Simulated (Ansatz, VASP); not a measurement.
Two plane-wave programs on PbO2

Contents of POSCAR:

```
PbO2
1.0
    0.0000000000      2.7019920000      2.7019920000
    2.7019920000      0.0000000000      2.7019920000
    2.7019920000      2.7019920000      0.0000000000
Pb O
1 2
Direct
    0.0000000000      0.0000000000      0.0000000000
    0.7500000000      0.7500000000      0.7500000000
    0.2500000000      0.2500000000      0.2500000000
```

The input INCAR.step1:

```
SYSTEM = PbO2
PREC = Accurate
ENCUT = 520
EDIFF = 1E-5
ISMEAR = -1
SIGMA = 0.05
LREAL = .FALSE.
LASPH = .TRUE.
NELM = 60
ALGO = Normal
ISIF = 2
LWAVE = .TRUE.
LCHARG = .FALSE.
GGA = PE
NBANDS = 20
```

Contents of INCAR.step2:

```
SYSTEM = PbO2
PREC = Accurate
ENCUT = 520
EDIFF = 1E-6
ISMEAR = -1
SIGMA = 0.05
LREAL = .FALSE.
LASPH = .TRUE.
NELM = 60
ALGO = Normal
ISIF = 2
LWAVE = .FALSE.
LCHARG = .FALSE.
METAGGA = R2SCAN
LHFCALC = .TRUE.
AEXX = 0.5
LMIXTAU = .TRUE.
PRECFOCK = Normal
ISTART = 1
NBANDS = 20
```

File KPOINTS:

```
Automatic mesh
0
G
  5 5 5
  0 0 0
```

input.yaml

```yaml
crystal:
  lattice:
    - [0.0, 2.701992, 2.701992]
    - [2.701992, 0.0, 2.701992]
    - [2.701992, 2.701992, 0.0]
  atoms:
    - { symbol: Pb, position: [0.0, 0.0, 0.0] }
    - { symbol: O, position: [0.75, 0.75, 0.75] }
    - { symbol: O, position: [0.25, 0.25, 0.25] }
hamiltonian:
  xc: { exchange: r2scan, correlation: r2scan, exx: { coeff: 0.5 } }
  pseudopotentials: { kind: paw }
kpoints:
  mp_grid: { grid: [5, 5, 5] }
scf:
  occupations: { method: fermi_dirac, width: 0.05 }
output:
  forces: true
  stress: true
  eigenvalues: true
```

Alike in both runs: task single point; functional r2SCAN-based global hybrid with a share of 0.5 of exact exchange; k mesh 5 × 5 × 5; occupations fermi-dirac, width 0.05 eV; no spin polarisation.

|  | VASP | Ansatz |
| --- | --- | --- |
| version | VASP 6.6.1 | Ansatz 0.2.0 |
| potentials or method | VASP PAW PBE potentials, release 64 (Pb_d, O) | Ansatz PAW |
| plane-wave cutoff (eV) | 520 | 500 |
| valence electrons in the cell | 26 | 26 |

|  | VASP | Ansatz | Ansatz less VASP |
| --- | --- | --- | --- |
| gap on the k mesh at the Fermi level (eV) | none | none | - |
| pressure (GPa) | -22.9 | -23.6 | -0.71 |

VASP's potentials were made for PBE, not for r2SCAN-based global hybrid. A gap of «none» marks a metal or a gap that the smearing closes. The functional is the same, so the differences come from potentials, cutoffs and numerics.

The k mesh is coarse, so the values compare programs but aren't converged. Neither program's run includes spin-orbit coupling.
